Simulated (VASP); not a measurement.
Write the native input for VASP 6.6.1 that does the following.

```yaml
Task: single point
Functional: PBEsol
Potentials_or_basis: VASP PAW PBE potentials, release 64 (Cd, Se)
Cutoff: 500 eV
k_mesh: 4 × 4 × 4
Occupations: gaussian, width 0.01 eV
Spin: no spin polarisation
Dipole_correction: no
Further_INCAR_settings: ALGO = Normal; EDIFF = 1e-06; NBANDS = 16
```

The structure of CdSe lies in POSCAR:

```
CdSe
1.0
    0.0000000000      3.0702712000      3.0702712000
    3.0702712000      0.0000000000      3.0702712000
    3.0702712000      3.0702712000      0.0000000000
Cd Se
1 1
Direct
    0.0000000000      0.0000000000      0.0000000000
    0.7500000000      0.7500000000      0.7500000000
```

These files were run (other wordings do the same):

INCAR

```
ALGO = Normal ; EDIFF = 1E-6
ENCUT = 500 ; GGA = PS
GGA_COMPAT = False ; ISIF = 2
ISMEAR = 0 ; LASPH = True
LCHARG = False ; LREAL = False
LWAVE = False ; NBANDS = 16
NELM = 120 ; PREC = Accurate
SIGMA = 0.01
```

KPOINTS

```
k-points
0
Gamma
  4 4 4
```

Potentials or basis: VASP PAW PBE potentials, release 64 (Cd, Se).

Run with:

```sh
$ cat potpaw_PBE.64/Cd/POTCAR potpaw_PBE.64/Se/POTCAR > POTCAR
$ mpirun -np 1 vasp_std > vasp.out
```

Results of the run:

| Property | Result |
| --- | --- |
| Pressure | -0.9 GPa |
| Band gap on the k mesh | 0.41 eV, direct |

Caveat: the k points lie up to 0.44 Å⁻¹ apart; the PAW data sets were made with another functional, which shifts forces and pressure a little.

It took 16 s on 1 thread of Intel Xeon 8259CL (shared host), peak memory 0.17 GiB.
